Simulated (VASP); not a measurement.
Runs of VASP 6.6.1 on P. The structure is that of space group Fm-3m (No. 225), or close to it. The cells are those of the table. 

```tsv
task	cell	k mesh for the DOS	occupations for the DOS	gap on the mesh (eV)	pressure (GPa)
single point	a = 2.172 Å, angles 60.0°, 1 atom	-	-	none	240.3
single point	a = 2.548 Å, angles 60.0°, 1 atom	-	-	none	(a)
single point	a = 2.465 Å, angles 60.0°, 1 atom	-	-	none	(b)
single point	a = 2.070 Å, angles 60.0°, 1 atom	-	-	none	392.2
single point	a = 2.375 Å, angles 60.0°, 1 atom	-	-	none	85.6
single point	a = 2.627 Å, angles 60.0°, 1 atom	-	-	none	10.4
single point	a = 2.278 Å, angles 60.0°, 1 atom	-	-	none	142.5
```

Alike in all rows: level PBEsol; potentials or basis VASP PAW PBE potentials, release 64 (P); no spin polarisation; k mesh 17 × 17 × 17; cutoff (eV) 520; smearing fermi-dirac 0.1 eV.

**Question.** Estimate the missing entries.

**Answer.** (a) 26.1; (b) 49.6.

Caveats: the PAW data sets were made with another functional, which shifts forces and pressure a little.

A gap of «none» marks levels without a gap at the run's occupations.
